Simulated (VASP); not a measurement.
La, 4 atoms in the cell. The structure is hexagonal, space group P6_3/mmc (No. 194). The conventional cell has a = 3.773 Å, b = 3.773 Å, c = 12.113 Å, α = 90.00°, β = 90.00°, γ = 120.00°. Within 4.9 Å of La (site symmetry -3m) lie 12 La at 3.73 to 3.77 Å. La (site symmetry -6m2) has 12 La at 3.73 to 3.77 Å within 4.9 Å. 

| Quantity | Value |
| --- | --- |
| Program | VASP 6.6.1 |
| Task | single point |
| Functional | PBE |
| Potentials or basis | VASP PAW PBE potentials, release 64 (La) |
| Cutoff | 520 eV |
| k mesh | 10 × 10 × 3 |
| Occupations | methfessel-paxton, width 1 eV |
| Spin | no spin polarisation |
| Dipole correction | no |
| Further INCAR settings | ALGO = Normal; EDIFF = 1e-06; NBANDS = 30 |

Potentials or basis: VASP PAW PBE potentials, release 64 (La).

Command:

```bash
$ cat potpaw_PBE.64/La/POTCAR > POTCAR
$ mpirun -np 1 vasp_std > vasp.out
```

Hardware: 1 thread of Intel Xeon 8259CL, with other jobs on the host.

Task: Estimate the wall time of this run.

Result: It took 11 min on 1 thread of Intel Xeon 8259CL, with other jobs on the host, peak memory 0.31 GiB. Counts: scf iterations 71, k points 28.
